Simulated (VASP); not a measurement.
# K (P4/mmm) in VASP: further runs

The runs below take K through single point, with r2SCAN.

All numbers are computed with VASP 6.6.1; they aren't measurements. Logs are shortened: lines on timing, memory, paths and dates and some standing lists are left out, and cuts for length are marked.

### 1 The cell of the first run

It takes space group P4/mmm (No. 123, tetragonal). The conventional cell has a = 4.310 Å, b = 4.310 Å, c = 4.785 Å, α = 90.00°, β = 90.00°, γ = 90.00°. K (site symmetry 4/mmm) has 6 K at 4.31 to 4.78 Å within 5.7 Å.

### 2 Single point, r2SCAN (normal strain along x +0.0000, normal strain along z +0.1100)

POSCAR reads:

```
K
1.0
    4.3104394900      0.0000000000      0.0000000000
    0.0000000000      4.3104394900      0.0000000000
    0.0000000000      0.0000000000      4.7845878339
K
1
Direct
    0.0000000000      0.0000000000      0.0000000000
```

INCAR.step1 reads:

```
SYSTEM = K
ALGO = Normal
EDIFF = 1E-4
ENCUT = 520
GGA = PE
ISMEAR = 0
LASPH = .True.
LCHARG = .False.
LREAL = .False.
LWAVE = .True.
NBANDS = 10
NELM = 80
PREC = Accurate
SIGMA = 0.15
```

INCAR.step2 reads:

```
SYSTEM = K
ALGO = Normal
EDIFF = 1E-6
ENCUT = 520
ISIF = 2
ISMEAR = 0
ISTART = 1
LASPH = .True.
LCHARG = .False.
LMIXTAU = .True.
LREAL = .False.
LWAVE = .False.
METAGGA = R2SCAN
NBANDS = 10
NELM = 80
PREC = Accurate
SIGMA = 0.15
```

KPOINTS reads:

```
k-points
0
Gamma
  10 10 10
  0 0 0
```

Potentials or basis: VASP PAW PBE potentials, release 64 (K_sv).

Started as:

```
$ cat potpaw_PBE.64/K_sv/POTCAR > POTCAR
$ cp INCAR.step1 INCAR
$ mpirun -np 1 vasp_std > vasp.out
$ cp INCAR.step2 INCAR
$ mpirun -np 1 vasp_std > vasp.out
```

OUTCAR:

```text
SYSTEM = K
   EDIFF = 1E-6
   ENCUT = 520
   ISIF = 2
   ISMEAR = 0
   ISTART = 1
   LASPH = .True.
   LREAL = .False.
   METAGGA = R2SCAN
   NELM = 80
   PREC = Accurate

 ion  position               nearest neighbor table
   1  0.000  0.000  0.000-

  LATTYP: Found a simple tetragonal cell.
 ALAT       =     4.3104394900
 C/A-ratio  =     1.1100000000

  Lattice vectors:

 A1 = (   4.3104394900,   0.0000000000,   0.0000000000)
 A2 = (   0.0000000000,   4.3104394900,   0.0000000000)
 A3 = (   0.0000000000,   0.0000000000,   4.7845878339)

Analysis of symmetry for initial positions (statically):
=====================================================================
 Subroutine PRICEL returns:
 Original cell was already a primitive cell.

 Routine SETGRP: Setting up the symmetry group for a
 simple tetragonal supercell.

 Subroutine GETGRP returns: Found 16 space group operations
 (whereof 16 operations were pure point group operations)
 out of a pool of 16 trial point group operations.

The static configuration has the point symmetry D_4h.

Analysis of symmetry for dynamics (positions and initial velocities):
=====================================================================
 Subroutine PRICEL returns:
 Original cell was already a primitive cell.

 Routine SETGRP: Setting up the symmetry group for a
 simple tetragonal supercell.

 Subroutine GETGRP returns: Found 16 space group operations
 (whereof 16 operations were pure point group operations)
 out of a pool of 16 trial point group operations.

The dynamic configuration has the point symmetry D_4h.

 Subroutine INISYM returns: Found 16 space group operations
 (whereof 16 operations are pure point group operations),
 and found     1 'primitive' translations

----------------------------------------------------------------------------------------

                                     Primitive cell

  volume of cell :      88.8971

  direct lattice vectors                    reciprocal lattice vectors
     4.310439490  0.000000000  0.000000000     0.231994905  0.000000000  0.000000000
     0.000000000  4.310439490  0.000000000     0.000000000  0.231994905  0.000000000
     0.000000000  0.000000000  4.784587834     0.000000000  0.000000000  0.209004419

  length of vectors
     4.310439490  4.310439490  4.784587834     0.231994905  0.231994905  0.209004419

  position of ions in fractional coordinates (direct lattice)
     0.000000000  0.000000000  0.000000000

  ion indices of the primitive-cell ions
   primitive index   ion index
                 1           1

----------------------------------------------------------------------------------------

 KPOINTS: k-points

Automatic generation of k-mesh.
 Grid dimensions read from file:
 generate k-points for:   10   10   10

 Generating k-lattice:

  Cartesian coordinates                     Fractional coordinates (reciprocal lattice)
     0.023199491  0.000000000  0.000000000     0.100000000  0.000000000  0.000000000
     0.000000000  0.023199491  0.000000000     0.000000000  0.100000000  0.000000000
     0.000000000  0.000000000  0.020900442     0.000000000  0.000000000  0.100000000

  Length of vectors
     0.023199491  0.023199491  0.020900442

  Shift w.r.t. Gamma in fractional coordinates (k-lattice)
     0.000000000  0.000000000  0.000000000

 Subroutine IBZKPT returns following result:
 ===========================================

 Found    126 irreducible k-points:

 Following reciprocal coordinates:
            Coordinates               Weight
  0.000000  0.000000  0.000000      1.000000
  0.100000  0.000000  0.000000      4.000000
  0.200000  0.000000  0.000000      4.000000
  0.300000  0.000000  0.000000      4.000000
  0.400000  0.000000  0.000000      4.000000
  0.500000  0.000000  0.000000      2.000000
[... 16 lines left out ...]
  0.100000  0.000000  0.100000      8.000000
  0.200000  0.000000  0.100000      8.000000
 [... further k-points ...]
   k-points           NKPTS =    126   k-points in BZ     NKDIM =    126   number of bands    NBANDS=     10
   number of dos      NEDOS =    301   number of ions     NIONS =      1
   total plane-waves  NPLWV =  36864
   dimension x,y,z NGX =    32 NGY =   32 NGZ =   36
   dimension x,y,z NGXF=    64 NGYF=   64 NGZF=   72
   ions per type =               1
   NGX,Y,Z   is equivalent  to a cutoff of  12.34, 12.34, 12.51 a.u.
   NGXF,Y,Z  is equivalent  to a cutoff of  24.68, 24.68, 25.02 a.u.
 SYSTEM =  K
   PREC   = accura    normal or accurate (medium, high low for compatibility)
   ISTART =      1    job   : 0-new  1-cont  2-samecut
   ICHARG =      0    charge: 1-file 2-atom 10-const
   ISPIN  =      1    spin polarized calculation?
   LNONCOLLINEAR =      F non collinear calculations
   LSORBIT =      F    spin-orbit coupling
   LASPH  =      T    aspherical Exc in radial PAW
   ENCUT  =  520.0 eV  38.22 Ry    6.18 a.u.   8.01  8.01  8.90*2*pi/ulx,y,z
   NELM   =     80;   NELMIN=  2; NELMDL=  0     # of ELM steps
   EDIFF  = 0.1E-05   stopping-criterion for ELM
   LREAL  =      F    real-space projection
   EDIFFG = 0.1E-04   stopping-criterion for IOM
   NSW    =      0    number of steps for IOM
   IBRION =     -1    ionic relax: 0-MD 1-quasi-New 2-CG
   NFREE  =      0    steps in history (QN), initial steepest desc. (CG)
   ISIF   =      2    stress and relaxation
   ISYM   =      2    0-nonsym 1-usesym 2-fastsym
   POTIM  = 0.5000    time-step for ionic-motion
   TEBEG  =    0.0;   TEEND  =   0.0 temperature during run
   PSTRESS=    0.0 pullay stress
   NELECT =       9.0000    total number of electrons
   NUPDOWN=      -1.0000    fix difference up-down
   EMIN   =  10.00;   EMAX   =-10.00  energy-range for DOS
   EFERMI =   0.00;   METHOD = LEGACY
   ISMEAR =     0;   SIGMA  =   0.15  broadening in eV -4-tet -1-fermi 0-gaus
   EFERMI_NEDOS =   21; number of points for ismear=-14 and -15
   IALGO  =     38    algorithm
   IMIX   =      4    mixing-type and parameters
     AMIX     =   0.40;   BMIX     =  1.00
     AMIX_MAG =   1.60;   BMIX_MAG =  1.00
  volume/ion in A,a.u.               =      88.90       599.91
  Fermi-wavevector in a.u.,A,eV,Ry     =   0.763003  1.441867  7.920960  0.582174
  Thomas-Fermi vector in A             =   1.862589
   LORBIT       =      0    0 simple, 1 ext, 2 COOP (PROOUT), +10 PAW based schemes
   METAGGA = R2SCAN    functional components
   LHFCALC =     F    Hartree Fock is set to
   AEXX    =    0.0000 exact exchange contribution
   IVDW    =     0    specifies the selected vdW correction
   LEPSILON=     F    determine dielectric tensor
   LRPA    =     F    only Hartree local field effects (RPA)
 non-spin polarized calculation
 Gauss-broadening in eV      SIGMA  =   0.15
  energy-cutoff  :      520.00
  volume of cell :       88.90
 maximum number of plane-waves:      2432
   NGX = 17   NGY = 17   NGZ = 17

 number of electron       9.0000001 magnetization

 Free energy of the ion-electron system (eV)
  ---------------------------------------------------
  ext. energy  EPLUGINS =         0.00000000
  ---------------------------------------------------
  free energy    TOTEN  =        -5.88533102 eV

  energy without entropy =       -5.87736156  energy(sigma->0) =       -5.88134629

 E-fermi :  -0.4047     XC(G=0):  -5.4432

 val. band max:       -0.4581764930   @ k =   0.3000   0.0000   0.4000
 cond. band min:      -0.3992242588   @ k =   0.1000   0.1000   0.5000
 fundamental gap:      0.0589522342
 Fermi energy:        -0.4046982529

 k-point     1 :       0.0000    0.0000    0.0000
  band No.  band energies     occupation
      1     -34.3972      2.00000
      2     -17.0692      2.00000
      3     -17.0646      2.00000
      4     -17.0646      2.00000
      5      -2.4660      2.00000
      6       2.5496      0.00000
      7       2.9011      0.00000
      8       4.9502      0.00000
      9       5.9460      0.00000
     10       5.9460      0.00000

 k-point     2 :       0.1000    0.0000    0.0000
  band No.  band energies     occupation
      1     -34.3968      2.00000
      2     -17.0724      2.00000
      3     -17.0684      2.00000
      4     -17.0639      2.00000
      5      -2.3673      2.00000
      6       2.5823      0.00000
      7       2.8440      0.00000
      8       4.7904      0.00000
      9       5.8393      0.00000
     10       5.9628      0.00000

 k-point     3 :       0.2000    0.0000    0.0000
  band No.  band energies     occupation
      1     -34.3958      2.00000
      2     -17.0926      2.00000
      3     -17.0665      2.00000
      4     -17.0622      2.00000
      5      -2.0754      2.00000
      6       2.3521      0.00000
      7       2.8631      0.00000
      8       4.4946      0.00000
      9       5.3819      0.00000
     10       5.6165      0.00000

 k-point     4 :       0.3000    0.0000    0.0000
  band No.  band energies     occupation
      1     -34.3945      2.00000
      2     -17.1174      2.00000
      3     -17.0641      2.00000
      4     -17.0600      2.00000
      5      -1.6015      2.00000
      6       1.6143      0.00000
      7       3.0946      0.00000
      8       4.2267      0.00000
      9       5.0247      0.00000
     10       5.7338      0.00000
[... 222 lines left out ...]
 k-point    22 :       0.0000    0.0000    0.1000
  band No.  band energies     occupation
      1     -34.3971      2.00000
      2     -17.0720      2.00000
      3     -17.0644      2.00000
      4     -17.0644      2.00000
      5      -2.3871      2.00000
      6       2.3187      0.00000
      7       2.9340      0.00000
      8       4.9380      0.00000
      9       5.7292      0.00000
     10       5.7292      0.00000

 k-point    23 :       0.1000    0.0000    0.1000
  band No.  band energies     occupation
      1     -34.3967      2.00000
      2     -17.0722      2.00000
      3     -17.0712      2.00000
      4     -17.0637      2.00000
      5      -2.2889      2.00000
      6       2.3724      0.00000
      7       2.8701      0.00000
      8       4.6913      0.00000
      9       5.6861      0.00000
     10       5.9190      0.00000

 k-point    24 :       0.2000    0.0000    0.1000
  band No.  band energies     occupation
      1     -34.3957      2.00000
      2     -17.0923      2.00000
      3     -17.0693      2.00000
      4     -17.0620      2.00000
      5      -1.9983      2.00000
      6       2.3587      0.00000
      7       2.7002      0.00000
      8       4.3219      0.00000
      9       5.3808      0.00000
     10       5.8933      0.00000

 [... further k-points ...]
[... 5 lines left out ...]
  --------------------------------------------------------------------------------------
  -------------------------------------------------------------------------------------
  Total        0.0232779      0.0232779     -0.3974908      0.0000000     -0.0000000      0.0000000
  in kB        0.4195331      0.4195331     -7.1639078      0.0000000     -0.0000000      0.0000000
  external PRESSURE =      -2.1082805 kB  Pullay stress =       0.0000000 kB

 VOLUME and BASIS-vectors are now :
 -----------------------------------------------------------------------------
  energy-cutoff  :      520.00
  volume of cell :       88.90
      direct lattice vectors                 reciprocal lattice vectors
     4.310439490  0.000000000  0.000000000     0.231994905  0.000000000  0.000000000
     0.000000000  4.310439490  0.000000000     0.000000000  0.231994905  0.000000000
     0.000000000  0.000000000  4.784587834     0.000000000  0.000000000  0.209004419

 POSITION                                       TOTAL-FORCE (eV/Angst)
 -----------------------------------------------------------------------------------
      0.00000      0.00000      0.00000         0.000000      0.000000      0.000000
 -----------------------------------------------------------------------------------
    total drift:                               -0.000000     -0.000000      0.000000

  FREE ENERGIE OF THE ION-ELECTRON SYSTEM (eV)
  ---------------------------------------------------
  free  energy   TOTEN  =        -5.8853310167 eV

  energy  without entropy=       -5.8773615647  energy(sigma->0) =       -5.88134629
```

It took 7.1 min on 1 thread of Intel Xeon Platinum 8259CL at 2.50GHz (Skylake/Cascade Lake), shared host; peak memory 0.26 GiB.

What came out:

```
Free energy : -5.8853 eV
Pressure    : -0.2 GPa
```

Levels at points of the mesh, in eV from the Fermi level:
```
           k point  band 1  band 2  band 3  band 4  band 5  band 6  band 7  band 8  band 9
(0.00, 0.00, 0.00)  -33.99  -16.66  -16.66  -16.66   -2.06    2.95    3.31    5.35    6.35
(0.50, 0.00, 0.00)  -33.99  -16.74  -16.66  -16.65    0.18    0.27    3.85    4.39    5.13
(0.50, 0.50, 0.00)  -33.98  -16.73  -16.73  -16.65    1.28    2.44    2.44    2.69    5.02
(0.00, 0.00, 0.50)  -33.99  -16.69  -16.66  -16.66   -0.27   -0.13    3.71    5.32    5.32
(0.50, 0.00, 0.50)  -33.99  -16.74  -16.68  -16.65    1.22    1.88    2.10    2.16    5.39
(0.50, 0.50, 0.50)  -33.98  -16.73  -16.73  -16.68    2.18    2.64    2.64    4.30    4.30
```

Caveat: the cell differs from its parent crystal (normal strain along x +0.0000, normal strain along z +0.1100); the PAW data sets were made with another functional, which shifts forces and pressure a little.

### 3 Single point, r2SCAN (normal strain along x +0.0825, normal strain along z +0.0825)

POSCAR reads:

```
K
1.0
    4.6660507479      0.0000000000      0.0000000000
    0.0000000000      4.3104394900      0.0000000000
    0.0000000000      0.0000000000      4.6660507479
K
1
Direct
    0.0000000000      0.0000000000      0.0000000000
```

INCAR.step1 reads:

```
PREC = Accurate
ENCUT = 520
ISMEAR = 0
SIGMA = 0.15
LREAL = False
LASPH = True
NELM = 100
NBANDS = 10
GGA = PE
ALGO = Normal
EDIFF = 1E-4
LWAVE = True
LCHARG = False
```

INCAR.step2 reads:

```
PREC = Accurate
ENCUT = 520
EDIFF = 1E-6
ISMEAR = 0
SIGMA = 0.15
LREAL = False
LASPH = True
NELM = 100
ALGO = Normal
ISIF = 2
LWAVE = False
LCHARG = False
METAGGA = R2SCAN
LMIXTAU = True
NBANDS = 10
ISTART = 1
```

KPOINTS reads:

```
regular mesh
0
Gamma
  10 10 10
```

Potentials or basis: VASP PAW PBE potentials, release 64 (K_sv).

Started as:

```
$ cat potpaw_PBE.64/K_sv/POTCAR > POTCAR
$ cp INCAR.step1 INCAR
$ mpirun -np 1 vasp_std > vasp.out
$ cp INCAR.step2 INCAR
$ mpirun -np 1 vasp_std > vasp.out
```

Run time: 8 min. Hardware: 1 thread of Intel Xeon Platinum 8259CL at 2.50GHz (Skylake/Cascade Lake), shared host; peak memory 0.27 GiB.

Results (log left out):

* Free energy: -5.8821 eV
* Pressure: -0.3 GPa

Stress tensor (GPa, compression positive):
```
-0.54  0.00  0.00
 0.00  0.07  0.00
 0.00  0.00 -0.54
```

Levels at points of the mesh, in eV from the Fermi level:
```tsv
k point	band 1	band 2	band 3	band 4	band 5	band 6	band 7	band 8
(0.00, 0.00, 0.00)	-34.03	-16.70	-16.70	-16.70	-2.01	3.02	3.22	5.81
(0.50, 0.00, 0.00)	-34.03	-16.74	-16.70	-16.70	-0.08	-0.02	3.71	4.72
(0.00, 0.50, 0.00)	-34.03	-16.78	-16.69	-16.69	0.24	0.33	3.87	4.60
(0.50, 0.50, 0.00)	-34.02	-16.78	-16.73	-16.69	1.29	2.08	2.23	2.36
(0.50, 0.00, 0.50)	-34.03	-16.74	-16.74	-16.70	1.21	1.80	1.80	1.97
(0.50, 0.50, 0.50)	-34.02	-16.77	-16.73	-16.73	2.37	2.37	2.70	4.06
```

Caveat: the cell differs from its parent crystal (normal strain along x +0.0825, normal strain along z +0.0825); the PAW data sets were made with another functional, which shifts forces and pressure a little.
